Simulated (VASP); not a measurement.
# BN (P1) in VASP: a series of runs

BN is run at these levels: PBE; tasks: single point, relaxation of cell and atoms.

Everything below comes from runs of VASP 6.6.1. Logs are shortened: lines on timing, memory, paths and dates and some standing lists are left out, and cuts for length are marked.

**1. The cell of the first run**

The typed cell holds 4 atoms: a = 2.421 Å, b = 2.723 Å, c = 3.386 Å, α = 86.99°, β = 82.39°, γ = 75.07°.

**2. Single point, PBE (atoms moved at random and the cell strained at random)**

Input file INCAR:

```
SYSTEM = BN
  PREC = Accurate
  ENCUT = 520
  EDIFF = 1E-6
  ISMEAR = 0
  SIGMA = 0.05
  LREAL = .False.
  LASPH = .True.
  NELM = 60
  ALGO = Normal
  ISIF = 2
  LWAVE = .False.
  LCHARG = .True.
  GGA = PE
  LELF = .True.
  LVHAR = .True.
  NBANDS = 16
```

Input file KPOINTS:

```
Automatic mesh
0
Gamma
  8 8 6
  0 0 0
```

Input file POSCAR:

```
BN
1.0
    0.1565945389     -1.4577935152     -1.9266847883
    0.0571381163      1.6761556864     -2.1450469595
    3.3776355041     -0.0994564225     -0.2137326552
B N
2 2
Direct
    0.5039613875      0.4967017278      0.5022299853
   -0.0027843262      0.0033426486      0.0073019840
   -0.0032211512      0.4926583233      0.2471211213
    0.5020440899      0.0072973003      0.7433469094
```

Potentials or basis: VASP PAW PBE potentials, release 64 (B, N).

The run is started by

```sh
$ cat potpaw_PBE.64/B/POTCAR potpaw_PBE.64/N/POTCAR > POTCAR
$ mpirun -np 1 vasp_std > vasp.out
```

OUTCAR:

```text
SYSTEM = BN
   PREC = Accurate
   ENCUT = 520
   EDIFF = 1E-6
   ISMEAR = 0
   LREAL = .False.
   LASPH = .True.
   NELM = 60
   ISIF = 2
   GGA = PE

 ion  position               nearest neighbor table
   1  0.504  0.497  0.502-   3 1.38   4 1.53   3 1.59   4 1.65
   2  0.997  0.003  0.007-   4 1.42   3 1.57   4 1.59   3 1.60
   3  0.997  0.493  0.247-   1 1.38   2 1.57   1 1.59   2 1.60
   4  0.502  0.007  0.743-   2 1.42   1 1.53   2 1.59   1 1.65

  Warning from LATTYP: Got some problem with cell dimensions!
  Tried to take original basis but could not verify dimensions!
  LATTYP: Found a triclinic cell.
 ALAT       =     2.4211150439
 B/A-ratio  =     1.6864876060
 C/A-ratio  =     1.9611493684
 COS(alpha) =     0.0009420683
 COS(beta)  =     0.4566175153
 COS(gamma) =     0.7647381061

  Lattice vectors:

 A1 = (   0.1565945389,  -1.4577935152,  -1.9266847883)
 A2 = (   0.2137326552,   0.2183621712,  -4.0717317478)
 A3 = (   3.4770919267,  -3.2334056241,   0.0046295160)

Analysis of symmetry for initial positions (statically):
=====================================================================
 Subroutine PRICEL returns:
 Original cell was already a primitive cell.

 Routine SETGRP: Setting up the symmetry group for a
 triclinic supercell.

 Subroutine GETGRP returns: Found  1 space group operations
 (whereof  1 operations were pure point group operations)
 out of a pool of  2 trial point group operations.

The static configuration has the point symmetry C_1 .

Analysis of symmetry for dynamics (positions and initial velocities):
=====================================================================
 Subroutine PRICEL returns:
 Original cell was already a primitive cell.

 Routine SETGRP: Setting up the symmetry group for a
 triclinic supercell.

 Subroutine GETGRP returns: Found  1 space group operations
 (whereof  1 operations were pure point group operations)
 out of a pool of  2 trial point group operations.

The dynamic configuration has the point symmetry C_1 .

 Subroutine INISYM returns: Found  1 space group operations
 (whereof  1 operations are pure point group operations),
 and found     1 'primitive' translations

----------------------------------------------------------------------------------------

                                     Primitive cell

  volume of cell :      21.3734

  direct lattice vectors                    reciprocal lattice vectors
     0.156594539 -1.457793515 -1.926684788    -0.026742905 -0.338409459 -0.265148031
     0.057138116  1.676155686 -2.145046960    -0.005612428  0.302907224 -0.229645796
     3.377635504 -0.099456423 -0.213732655     0.297399905  0.010565239  0.016177667

  length of vectors
     2.421115044  2.722864137  3.385852157     0.430743106  0.380159805  0.298026919

  position of ions in fractional coordinates (direct lattice)
     0.503961387  0.496701728  0.502229985
     0.997215674  0.003342649  0.007301984
     0.996778849  0.492658323  0.247121121
     0.502044090  0.007297300  0.743346909

  ion indices of the primitive-cell ions
   primitive index   ion index
                 1           1
                 2           2
                 3           3
                 4           4

----------------------------------------------------------------------------------------

 KPOINTS: Automatic mesh

Automatic generation of k-mesh.
 Grid dimensions read from file:
 generate k-points for:    8    8    6

 Generating k-lattice:

  Cartesian coordinates                     Fractional coordinates (reciprocal lattice)
    -0.003342863 -0.042301182 -0.033143504     0.125000000  0.000000000  0.000000000
    -0.000701554  0.037863403 -0.028705725    -0.000000000  0.125000000  0.000000000
     0.049566651  0.001760873  0.002696278     0.000000000  0.000000000  0.166666667

  Length of vectors
     0.053842888  0.047519976  0.049671153

  Shift w.r.t. Gamma in fractional coordinates (k-lattice)
     0.000000000  0.000000000  0.000000000

 Subroutine IBZKPT returns following result:
 ===========================================

 Found    196 irreducible k-points:

 Following reciprocal coordinates:
            Coordinates               Weight
  0.000000  0.000000  0.000000      1.000000
  0.125000  0.000000  0.000000      2.000000
  0.250000  0.000000  0.000000      2.000000
  0.375000 -0.000000  0.000000      2.000000
  0.500000  0.000000  0.000000      1.000000
 -0.000000  0.125000  0.000000      2.000000
[... 16 lines left out ...]
  0.125000  0.375000  0.000000      2.000000
  0.250000  0.375000  0.000000      2.000000
 [... further k-points ...]
   k-points           NKPTS =    196   k-points in BZ     NKDIM =    196   number of bands    NBANDS=     16
   number of dos      NEDOS =    301   number of ions     NIONS =      4
   total plane-waves  NPLWV =  10080
   dimension x,y,z NGX =    18 NGY =   20 NGZ =   28
   dimension x,y,z NGXF=    36 NGYF=   40 NGZF=   56
   ions per type =               2   2
   NGX,Y,Z   is equivalent  to a cutoff of  12.36, 12.21, 13.75 a.u.
   NGXF,Y,Z  is equivalent  to a cutoff of  24.72, 24.42, 27.50 a.u.
 SYSTEM =  BN
   PREC   = accura    normal or accurate (medium, high low for compatibility)
   ISTART =      0    job   : 0-new  1-cont  2-samecut
   ICHARG =      2    charge: 1-file 2-atom 10-const
   ISPIN  =      1    spin polarized calculation?
   LNONCOLLINEAR =      F non collinear calculations
   LSORBIT =      F    spin-orbit coupling
   LASPH  =      T    aspherical Exc in radial PAW
   ENCUT  =  520.0 eV  38.22 Ry    6.18 a.u.   4.50  5.06  6.30*2*pi/ulx,y,z
   NELM   =     60;   NELMIN=  2; NELMDL= -5     # of ELM steps
   EDIFF  = 0.1E-05   stopping-criterion for ELM
   LREAL  =      F    real-space projection
   EDIFFG = 0.1E-04   stopping-criterion for IOM
   NSW    =      0    number of steps for IOM
   IBRION =     -1    ionic relax: 0-MD 1-quasi-New 2-CG
   NFREE  =      0    steps in history (QN), initial steepest desc. (CG)
   ISIF   =      2    stress and relaxation
   ISYM   =      2    0-nonsym 1-usesym 2-fastsym
   POTIM  = 0.5000    time-step for ionic-motion
   TEBEG  =    0.0;   TEEND  =   0.0 temperature during run
   PSTRESS=    0.0 pullay stress
   NELECT =      16.0000    total number of electrons
   NUPDOWN=      -1.0000    fix difference up-down
   EMIN   =  10.00;   EMAX   =-10.00  energy-range for DOS
   EFERMI =   0.00;   METHOD = LEGACY
   ISMEAR =     0;   SIGMA  =   0.05  broadening in eV -4-tet -1-fermi 0-gaus
   EFERMI_NEDOS =   21; number of points for ismear=-14 and -15
   IALGO  =     38    algorithm
   IMIX   =      4    mixing-type and parameters
     AMIX     =   0.40;   BMIX     =  1.00
     AMIX_MAG =   1.60;   BMIX_MAG =  1.00
  volume/ion in A,a.u.               =       5.34        36.06
  Fermi-wavevector in a.u.,A,eV,Ry     =   1.486472  2.809024 30.063412  2.209598
  Thomas-Fermi vector in A             =   2.599754
   LORBIT       =      0    0 simple, 1 ext, 2 COOP (PROOUT), +10 PAW based schemes
   GGA     = PE    functional components
   LHFCALC =     F    Hartree Fock is set to
   AEXX    =    0.0000 exact exchange contribution
   IVDW    =     0    specifies the selected vdW correction
   LEPSILON=     F    determine dielectric tensor
   LRPA    =     F    only Hartree local field effects (RPA)
 non-spin polarized calculation
 Gauss-broadening in eV      SIGMA  =   0.05
  energy-cutoff  :      520.00
  volume of cell :       21.37
 maximum number of plane-waves:       590
   NGX =  9   NGY = 11   NGZ = 13

 number of electron      16.0000000 magnetization

 Free energy of the ion-electron system (eV)
  ---------------------------------------------------
  ext. energy  EPLUGINS =         0.00000000
  ---------------------------------------------------
  free energy    TOTEN  =       -31.54270046 eV

  energy without entropy =      -31.54270046  energy(sigma->0) =      -31.54270046

 E-fermi :  10.1217     XC(G=0): -13.3774

 val. band max:        9.8389476830   @ k =   0.0000   0.0000   0.0000
 cond. band min:      11.0083964469   @ k =   0.5000   0.5000  -0.0000
 fundamental gap:      1.1694487640
 Fermi energy:        10.1216798234

 k-point     1 :       0.0000    0.0000    0.0000
  band No.  band energies     occupation
      1     -12.6690      2.00000
      2      -5.7977      2.00000
      3      -0.1897      2.00000
      4       2.0421      2.00000
      5       4.9587      2.00000
      6       6.7753      2.00000
[... 8 lines left out ...]
     15      24.0174      0.00000
     16      26.1176      0.00000

 k-point     2 :       0.1250    0.0000    0.0000
  band No.  band energies     occupation
      1     -12.3563      2.00000
      2      -5.6949      2.00000
      3       0.0685      2.00000
      4       2.2478      2.00000
      5       3.5518      2.00000
      6       6.1132      2.00000
[... 8 lines left out ...]
     15      24.4564      0.00000
     16      26.5996      0.00000

 k-point     3 :       0.2500    0.0000    0.0000
  band No.  band energies     occupation
      1     -11.4323      2.00000
      2      -5.6039      2.00000
      3       0.7285      2.00000
      4       1.1946      2.00000
      5       2.9372      2.00000
      6       4.3659      2.00000
[... 8 lines left out ...]
     15      25.4869      0.00000
     16      26.7319      0.00000

 k-point     4 :       0.3750   -0.0000    0.0000
  band No.  band energies     occupation
      1      -9.9527      2.00000
      2      -6.3151      2.00000
      3      -0.1218      2.00000
      4       1.9936      2.00000
      5       2.2984      2.00000
      6       4.0720      2.00000
[... 8 lines left out ...]
     15      25.8363      0.00000
     16      28.4576      0.00000
[... 324 lines left out ...]
 k-point    22 :       0.0000    0.3750    0.0000
  band No.  band energies     occupation
      1     -10.5707      2.00000
      2      -7.4740      2.00000
      3       0.0105      2.00000
      4       1.6482      2.00000
      5       2.8179      2.00000
      6       4.7209      2.00000
[... 8 lines left out ...]
     15      25.3307      0.00000
     16      26.7275      0.00000

 k-point    23 :       0.1250    0.3750    0.0000
  band No.  band energies     occupation
      1     -10.6994      2.00000
      2      -6.7773      2.00000
      3       0.1001      2.00000
      4       1.4346      2.00000
      5       2.4699      2.00000
      6       5.5237      2.00000
[... 8 lines left out ...]
     15      24.1274      0.00000
     16      25.8646      0.00000

 k-point    24 :       0.2500    0.3750    0.0000
  band No.  band energies     occupation
      1     -10.2649      2.00000
      2      -5.8060      2.00000
      3       0.4599      2.00000
      4       0.9097      2.00000
      5       1.8191      2.00000
      6       3.6424      2.00000
[... 8 lines left out ...]
     15      24.8508      0.00000
     16      25.5695      0.00000

 [... further k-points ...]
[... 5 lines left out ...]
  --------------------------------------------------------------------------------------
  -------------------------------------------------------------------------------------
  Total       15.3159081     17.1321993     -7.5198257      6.2672343      8.1386650      6.9544707
  in kB     1148.0978242   1284.2490721   -563.6946544    469.7989856    610.0835510    521.3150061
  external PRESSURE =     622.8840806 kB  Pullay stress =       0.0000000 kB

 VOLUME and BASIS-vectors are now :
 -----------------------------------------------------------------------------
  energy-cutoff  :      520.00
  volume of cell :       21.37
      direct lattice vectors                 reciprocal lattice vectors
     0.156594539 -1.457793515 -1.926684788    -0.026742905 -0.338409459 -0.265148031
     0.057138116  1.676155686 -2.145046960    -0.005612428  0.302907224 -0.229645796
     3.377635504 -0.099456423 -0.213732655     0.297399905  0.010565239  0.016177667

 POSITION                                       TOTAL-FORCE (eV/Angst)
 -----------------------------------------------------------------------------------
      1.80365      0.04793     -2.14377         1.024702      1.796679      1.750541
      0.18101     -1.44886     -1.93005        -0.311252      0.486405      1.103183
      1.01892     -0.65190     -3.03007        -1.071427     -1.071575     -2.211449
      2.58979     -0.79358     -1.14181         0.357977     -1.211509     -0.642276
 -----------------------------------------------------------------------------------
    total drift:                               -0.000421     -0.000188     -0.000052

  FREE ENERGIE OF THE ION-ELECTRON SYSTEM (eV)
  ---------------------------------------------------
  free  energy   TOTEN  =       -31.5427004598 eV

  energy  without entropy=      -31.5427004598  energy(sigma->0) =      -31.54270046
```

Run time: 24 s. Hardware: 1 thread of Intel Xeon 6975P-C (Granite Rapids), shared host; peak memory 0.16 GiB.

What came out:

- Free energy: -31.5427 eV
- Pressure: 62.3 GPa
- Largest force: 2.710 eV/Å
- Band gap on the k mesh: 1.17 eV

Forces in eV/Å, atoms in the order of the input:
```
B    1.025  1.797  1.751
B   -0.311  0.486  1.103
N   -1.071 -1.072 -2.211
N    0.358 -1.212 -0.642
```

Stress tensor (GPa, compression positive):
```
114.81  46.98  52.13
 46.98 128.42  61.01
 52.13  61.01 -56.37
```

Caveat: the cell differs from its parent crystal (atoms moved at random and the cell strained at random); forces of over 1 eV/Å act on the atoms, so gaps and moduli don't describe the material at rest.

**3. Relaxation of cell and atoms, PBE**

Input file INCAR:

```
SYSTEM = BN
PREC = Accurate ; ENCUT = 600
EDIFF = 1E-7 ; ISMEAR = 0
SIGMA = 0.05 ; LREAL = .FALSE.
LASPH = .TRUE. ; NELM = 60
ALGO = Normal ; ISIF = 3
LWAVE = .FALSE. ; LCHARG = .FALSE.
GGA = PE ; IBRION = 2
NSW = 100 ; EDIFFG = -0.01
```

Input file KPOINTS:

```
Automatic mesh
0
G
  8 8 6
  0 0 0
```

POSCAR is that of step 2.

Potentials or basis: VASP PAW PBE potentials, release 64 (B, N).

The run is started by

```sh
$ cat potpaw_PBE.64/B/POTCAR potpaw_PBE.64/N/POTCAR > POTCAR
$ mpirun -np 1 vasp_std > vasp.out
```

It took 5.5 min on 1 thread of AMD EPYC 7R13 (Zen 3), shared host; peak memory 0.15 GiB.

It converged, with:

```
Free energy                            : -34.8986 eV
Relaxed volume                         : 5.95 Å³/atom
Relaxed cell                           : a = 2.562 Å, b = 2.563 Å, c = 3.624 Å, α = 90.02°, β = 89.97°, γ = 89.93°
Space group after relaxing (to 0.05 Å) : F-43m (No. 216)
Energy gained by relaxing              : 837.3 meV/atom
Ionic steps                            : 12
Pressure after relaxing                : 0.0 GPa
Largest force after relaxing           : 0.008 eV/Å
Band gap on the k mesh                 : 4.43 eV
```

Forces on the atoms (eV/Å):
```
B    0.007 -0.001 -0.003
B   -0.004  0.000 -0.002
N   -0.005  0.001  0.004
N    0.002 -0.001  0.001
```

Step by step:
```
step  energy change (eV)  largest force (eV/Å)  pressure (GPa)  volume (Å³)
   1              0.0000                2.7115           62.08        21.37
   2             -2.2306                2.2038          -26.75        27.25
   3             -2.6912                2.6698          -12.90        24.94
   4             -3.1371                1.1778           -3.07        24.01
   5             -3.2553                0.7193           -6.83        24.31
   6             -3.3249                0.7251            5.81        23.46
   7             -3.3423                0.3453            1.35        23.71
   8             -3.3478                0.2146           -0.32        23.82
   9             -3.3491                0.0707            0.16        23.79
  10             -3.3494                0.0186           -0.16        23.81
  11             -3.3494                0.0141           -0.12        23.80
  12             -3.3494                0.0080            0.04        23.79
```

Final structure:
```xyz
4
Lattice="0.0041 -1.8139 -1.8087 -0.0015 1.8073 -1.8170 3.6243 0.0033 0.0018" Properties=species:S:1:pos:R:3 pbc="T T T"
B     1.8133   -0.0016   -1.8119
B     0.0027   -0.0066   -3.6257
N     0.9054    0.9044   -0.9082
N     2.7202   -0.9044   -0.9030
```

Levels at points of the mesh, in eV from the valence-band top:
```csv
k point,band 6,band 7,band 8,band 9,band 10,band 11
"(0.00, 0.00, 0.00)",-0.02,-0.01,0.00,4.44,8.76,8.78
"(0.50, 0.00, 0.00)",-5.57,-2.09,-2.09,9.67,9.67,12.09
"(0.00, 0.50, 0.00)",-5.57,-2.08,-2.08,9.68,9.68,12.10
"(0.50, 0.50, 0.00)",-4.89,-4.88,-4.86,4.43,4.45,9.16
"(0.00, 0.00, 0.50)",-3.00,-2.99,-2.99,6.76,6.76,11.47
"(0.50, 0.00, 0.50)",-1.94,-1.93,-1.92,10.03,10.04,10.65
"(0.00, 0.50, 0.50)",-1.94,-1.93,-1.92,10.04,10.05,10.65
"(0.50, 0.50, 0.50)",-6.92,-6.47,-6.47,9.55,9.56,13.21
```

Caveat: the cell differs from its parent crystal (all atoms moved at random, sigma 0.02 Å a component, cell strained at random, sigma 0.1). A k mesh can miss the band edges.
